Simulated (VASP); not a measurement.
# Rh (Fm-3m) in VASP: notebook

The runs below take Rh through single point, with PBE.

Program: VASP 6.6.1. These are calculated values, not measurements. Logs are shortened: lines on timing, memory, paths and dates and some standing lists are left out, and cuts for length are marked.

## 1. The cell of the first run

Symmetry: Fm-3m, No. 225, cubic system. The conventional cell has a = 3.830 Å, b = 3.830 Å, c = 3.830 Å, α = 90.00°, β = 90.00°, γ = 90.00°. Rh (site symmetry m-3m) has 12 Rh at 2.71 Å within 3.6 Å.

## 2. Single point, PBE, collinear spin, ferromagnetic start (14.05 Å³/atom)

The input, INCAR:

```
PREC = Accurate
ENCUT = 520
EDIFF = 1E-6
ISMEAR = 0
SIGMA = 0.15
LREAL = False
LASPH = True
NELM = 150
ALGO = Fast
ISIF = 2
LWAVE = False
LCHARG = False
ISPIN = 2
MAGMOM = 1
LORBIT = 11
NUPDOWN = 1.0
LMAXMIX = 4
GGA = PE
NBANDS = 18
```

The input, KPOINTS:

```
regular mesh
0
Gamma
  22 22 22
```

The input, POSCAR:

```
Rh
1.0
    0.0000000000      1.9150524221      1.9150524221
    1.9150524221      0.0000000000      1.9150524221
    1.9150524221      1.9150524221      0.0000000000
Rh
1
Direct
    0.0000000000      0.0000000000      0.0000000000
```

Potentials or basis: VASP PAW PBE potentials, release 64 (Rh_pv).

Command:

```bash
$ cat potpaw_PBE.64/Rh_pv/POTCAR > POTCAR
$ mpirun -np 1 vasp_std > vasp.out
```

OUTCAR:

```text
PREC = Accurate
   ENCUT = 520
   EDIFF = 1E-6
   ISMEAR = 0
   LREAL = False
   LASPH = True
   NELM = 150
   ISIF = 2
   ISPIN = 2
   LORBIT = 11
   NUPDOWN = 1.0
   GGA = PE

 ion  position               nearest neighbor table
   1  0.000  0.000  0.000-

  LATTYP: Found a face centered cubic cell.
 ALAT       =     3.8301048442

  Lattice vectors:

 A1 = (   0.0000000000,   1.9150524221,   1.9150524221)
 A2 = (   1.9150524221,   0.0000000000,   1.9150524221)
 A3 = (   1.9150524221,   1.9150524221,   0.0000000000)

Analysis of symmetry for initial positions (statically):
=====================================================================
 Subroutine PRICEL returns:
 Original cell was already a primitive cell.

 Routine SETGRP: Setting up the symmetry group for a
 face centered cubic supercell.

 Subroutine GETGRP returns: Found 48 space group operations
 (whereof 48 operations were pure point group operations)
 out of a pool of 48 trial point group operations.

The static configuration has the point symmetry O_h .

Analysis of symmetry for dynamics (positions and initial velocities):
=====================================================================
 Subroutine PRICEL returns:
 Original cell was already a primitive cell.

 Routine SETGRP: Setting up the symmetry group for a
 face centered cubic supercell.

 Subroutine GETGRP returns: Found 48 space group operations
 (whereof 48 operations were pure point group operations)
 out of a pool of 48 trial point group operations.

The dynamic configuration has the point symmetry O_h .

Analysis of structural, dynamic, and magnetic symmetry:
=====================================================================
 Subroutine PRICEL returns:
 Original cell was already a primitive cell.

 Routine SETGRP: Setting up the symmetry group for a
 face centered cubic supercell.

 Subroutine GETGRP returns: Found 48 space group operations
 (whereof 48 operations were pure point group operations)
 out of a pool of 48 trial point group operations.

The overall configuration has the point symmetry O_h .

 Subroutine INISYM returns: Found 48 space group operations
 (whereof 48 operations are pure point group operations),
 and found     1 'primitive' translations

----------------------------------------------------------------------------------------

                                     Primitive cell

  volume of cell :      14.0466

  direct lattice vectors                    reciprocal lattice vectors
     0.000000000  1.915052422  1.915052422    -0.261089459  0.261089459  0.261089459
     1.915052422  0.000000000  1.915052422     0.261089459 -0.261089459  0.261089459
     1.915052422  1.915052422  0.000000000     0.261089459  0.261089459 -0.261089459

  length of vectors
     2.708293108  2.708293108  2.708293108     0.452220208  0.452220208  0.452220208

  position of ions in fractional coordinates (direct lattice)
     0.000000000  0.000000000  0.000000000

  ion indices of the primitive-cell ions
   primitive index   ion index
                 1           1

----------------------------------------------------------------------------------------

 KPOINTS: regular mesh

Automatic generation of k-mesh.
 Grid dimensions read from file:
 generate k-points for:   22   22   22

 Generating k-lattice:

  Cartesian coordinates                     Fractional coordinates (reciprocal lattice)
    -0.011867703  0.011867703  0.011867703     0.045454545  0.000000000  0.000000000
     0.011867703 -0.011867703  0.011867703     0.000000000  0.045454545  0.000000000
     0.011867703  0.011867703 -0.011867703     0.000000000  0.000000000  0.045454545

  Length of vectors
     0.020555464  0.020555464  0.020555464

  Shift w.r.t. Gamma in fractional coordinates (k-lattice)
     0.000000000  0.000000000  0.000000000

 Subroutine IBZKPT returns following result:
 ===========================================

 Found    328 irreducible k-points:

 Following reciprocal coordinates:
            Coordinates               Weight
  0.000000  0.000000  0.000000      1.000000
  0.045455  0.000000  0.000000      8.000000
  0.090909  0.000000  0.000000      8.000000
  0.136364  0.000000  0.000000      8.000000
  0.181818  0.000000  0.000000      8.000000
  0.227273  0.000000  0.000000      8.000000
[... 16 lines left out ...]
  0.500000  0.045455  0.000000     24.000000
 -0.454545  0.045455  0.000000     24.000000
 [... further k-points ...]
   k-points           NKPTS =    328   k-points in BZ     NKDIM =    328   number of bands    NBANDS=     18
   number of dos      NEDOS =    301   number of ions     NIONS =      1
   total plane-waves  NPLWV =   8000
   dimension x,y,z NGX =    20 NGY =   20 NGZ =   20
   dimension x,y,z NGXF=    40 NGYF=   40 NGZF=   40
   ions per type =               1
   NGX,Y,Z   is equivalent  to a cutoff of  12.28, 12.28, 12.28 a.u.
   NGXF,Y,Z  is equivalent  to a cutoff of  24.55, 24.55, 24.55 a.u.
 SYSTEM =  unknown system
   PREC   = accura    normal or accurate (medium, high low for compatibility)
   ISTART =      0    job   : 0-new  1-cont  2-samecut
   ICHARG =      2    charge: 1-file 2-atom 10-const
   ISPIN  =      2    spin polarized calculation?
   LNONCOLLINEAR =      F non collinear calculations
   LSORBIT =      F    spin-orbit coupling
   LASPH  =      T    aspherical Exc in radial PAW
   ENCUT  =  520.0 eV  38.22 Ry    6.18 a.u.   5.04  5.04  5.04*2*pi/ulx,y,z
   NELM   =    150;   NELMIN=  2; NELMDL= -5     # of ELM steps
   EDIFF  = 0.1E-05   stopping-criterion for ELM
   LREAL  =      F    real-space projection
[... 7 lines left out ...]
   TEBEG  =    0.0;   TEEND  =   0.0 temperature during run
   PSTRESS=    0.0 pullay stress
   NELECT =      15.0000    total number of electrons
   NUPDOWN=       1.0000    fix difference up-down
   EMIN   =  10.00;   EMAX   =-10.00  energy-range for DOS
   EFERMI =   0.00;   METHOD = LEGACY
   ISMEAR =     0;   SIGMA  =   0.15  broadening in eV -4-tet -1-fermi 0-gaus
   EFERMI_NEDOS =   21; number of points for ismear=-14 and -15
   IALGO  =     68    algorithm
   IMIX   =      4    mixing-type and parameters
     AMIX     =   0.40;   BMIX     =  1.00
     AMIX_MAG =   1.60;   BMIX_MAG =  1.00
  volume/ion in A,a.u.               =      14.05        94.79
  Fermi-wavevector in a.u.,A,eV,Ry     =   1.673329  3.162133 38.096705  2.800029
  Thomas-Fermi vector in A             =   2.758319
   LORBIT       =     11    0 simple, 1 ext, 2 COOP (PROOUT), +10 PAW based schemes
   GGA     = PE    functional components
   LHFCALC =     F    Hartree Fock is set to
   AEXX    =    0.0000 exact exchange contribution
   IVDW    =     0    specifies the selected vdW correction
   LEPSILON=     F    determine dielectric tensor
   LRPA    =     F    only Hartree local field effects (RPA)
 spin polarized calculation
 RMM-DIIS sequential band-by-band and
 Gauss-broadening in eV      SIGMA  =   0.15
  energy-cutoff  :      520.00
  volume of cell :       14.05
 maximum number of plane-waves:       388
   NGX =  9   NGY =  9   NGZ =  9

 number of electron      15.0000003 magnetization       1.0000000

 Free energy of the ion-electron system (eV)
  ---------------------------------------------------
  ext. energy  EPLUGINS =         0.00000000
  ---------------------------------------------------
  free energy    TOTEN  =        -7.10410017 eV

  energy without entropy =       -7.08559873  energy(sigma->0) =       -7.09484945

 E-fermi :  11.1394     XC(G=0): -13.8831

 val. band max:       11.7419393946   @ k =   0.5000   0.0909   0.0000
 cond. band min:      11.1424506892   @ k =   0.5000   0.3182   0.0455
 fundamental gap:     -0.5994887054
 Fermi energy:        11.7450122247

 spin component 1

 k-point     1 :       0.0000    0.0000    0.0000
  band No.  band energies     occupation
      1     -35.1516      1.00000
      2     -35.1516      1.00000
      3     -35.1516      1.00000
      4       3.6407      1.00000
      5       8.2603      1.00000
      6       8.2603      1.00000
[... 10 lines left out ...]
     17      43.4185      0.00000
     18      43.4185      0.00000

 k-point     2 :       0.0455    0.0000    0.0000
  band No.  band energies     occupation
      1     -35.1657      1.00000
      2     -35.1535      1.00000
      3     -35.1535      1.00000
      4       3.7227      1.00000
      5       8.2253      1.00000
      6       8.2921      1.00000
[... 10 lines left out ...]
     17      43.1662      0.00000
     18      43.1662      0.00000
[... 442 lines left out ...]
 k-point    24 :      -0.4545    0.0455    0.0000
  band No.  band energies     occupation
      1     -35.8157      1.00000
      2     -35.2560      1.00000
      3     -35.2456      1.00000
      4       5.4487      1.00000
      5       8.1280      1.00000
      6       8.2210      1.00000
[... 10 lines left out ...]
     17      43.2253      0.00000
     18      49.6978      0.00000

 [... further k-points ...]

 spin component 2

 k-point     1 :       0.0000    0.0000    0.0000
  band No.  band energies     occupation
      1     -34.3334      1.00000
      2     -34.3334      1.00000
      3     -34.3334      1.00000
      4       3.7914      1.00000
      5       8.9333      1.00000
      6       8.9333      1.00000
[... 10 lines left out ...]
     17      43.6658      0.00000
     18      43.6658      0.00000

 k-point     2 :       0.0455    0.0000    0.0000
  band No.  band energies     occupation
      1     -34.3478      1.00000
      2     -34.3353      1.00000
      3     -34.3353      1.00000
      4       3.8736      1.00000
      5       8.8949      1.00000
      6       8.9657      1.00000
[... 10 lines left out ...]
     17      43.4186      0.00000
     18      43.4186      0.00000
[... 442 lines left out ...]
 k-point    24 :      -0.4545    0.0455    0.0000
  band No.  band energies     occupation
      1     -35.0127      1.00000
      2     -34.4397      1.00000
      3     -34.4290      1.00000
      4       5.9098      1.00000
      5       8.8203      1.00000
      6       8.9199      1.00000
[... 10 lines left out ...]
     17      43.3792      0.00000
     18      50.4205      0.00000

 [... further k-points ...]

------------------------ aborting loop because EDIFF is reached ----------------------------------------

  FORCE on cell =-STRESS in cart. coord.  units (eV):
  Direction    XX          YY          ZZ          XY          YZ          ZX
  --------------------------------------------------------------------------------------
  -------------------------------------------------------------------------------------
  Total        0.6223668      0.6223668      0.6223668      0.0000000     -0.0000000     -0.0000000
  in kB       70.9880138     70.9880138     70.9880138      0.0000000     -0.0000000     -0.0000000
  external PRESSURE =      70.9880138 kB  Pullay stress =       0.0000000 kB

 VOLUME and BASIS-vectors are now :
 -----------------------------------------------------------------------------
  energy-cutoff  :      520.00
  volume of cell :       14.05
      direct lattice vectors                 reciprocal lattice vectors
     0.000000000  1.915052422  1.915052422    -0.261089459  0.261089459  0.261089459
     1.915052422  0.000000000  1.915052422     0.261089459 -0.261089459  0.261089459
     1.915052422  1.915052422  0.000000000     0.261089459  0.261089459 -0.261089459

 POSITION                                       TOTAL-FORCE (eV/Angst)
 -----------------------------------------------------------------------------------
      0.00000      0.00000      0.00000         0.000000      0.000000      0.000000
 -----------------------------------------------------------------------------------
    total drift:                               -0.000000     -0.000000     -0.000000

  FREE ENERGIE OF THE ION-ELECTRON SYSTEM (eV)
  ---------------------------------------------------
  free  energy   TOTEN  =        -7.1041001673 eV

  energy  without entropy=       -7.0855987252  energy(sigma->0) =       -7.09484945

 total charge

# of ion       s       p       d       tot
------------------------------------------
    1        0.405   6.284   7.066  13.756

 magnetization (x)

# of ion       s       p       d       tot
------------------------------------------
    1        0.000   0.003   0.989   0.992
```

Run time: 76 s. Hardware: 1 thread of AMD EPYC 9R45 (Zen 5), shared host; peak memory 0.19 GiB.

Results:

| Item | Value |
| --- | --- |
| Free energy | -7.1041 eV |
| Pressure | 7.1 GPa |
| Net moment | 1.00 μB per cell |
| Site moments | Rh +0.99 μB |
| Valence electrons inside the program's atomic spheres | Rh 13.76 |

Caveat: the cell stands under pressure; the total moment is fixed, so each spin has its own Fermi level and the state may be an excited one.

## 3. Single point, PBE, collinear spin, ferromagnetic start (14.05 Å³/atom)

The input, INCAR:

```
SYSTEM = Rh
  ALGO = Normal
  EDIFF = 1E-6
  ENCUT = 520
  GGA = PE
  ISIF = 2
  ISMEAR = 0
  ISPIN = 2
  LASPH = .TRUE.
  LCHARG = .FALSE.
  LMAXMIX = 4
  LORBIT = 11
  LREAL = .FALSE.
  LWAVE = .FALSE.
  MAGMOM = 0.5
  NBANDS = 18
  NELM = 150
  NUPDOWN = 0.5
  PREC = Accurate
  SIGMA = 0.15
```

The input, KPOINTS:

```
k-points
0
G
  22 22 22
  0 0 0
```

POSCAR is that of step 2.

Potentials or basis: VASP PAW PBE potentials, release 64 (Rh_pv).

Command:

```bash
$ cat potpaw_PBE.64/Rh_pv/POTCAR > POTCAR
$ mpirun -np 1 vasp_std > vasp.out
```

Wall time 63 s (1 thread of AMD EPYC 9R45 (Zen 5), shared host); peak memory 0.19 GiB.

Results (log left out):

```yaml
Free_energy: -7.2228 eV
Pressure: 2.0 GPa
Net_moment: 0.50 μB per cell
Site_moments: Rh +0.50 μB
Valence_electrons_inside_the_program's_atomic_spheres: Rh 13.75
```

Caveat: the total moment is fixed, so each spin has its own Fermi level and the state may be an excited one.
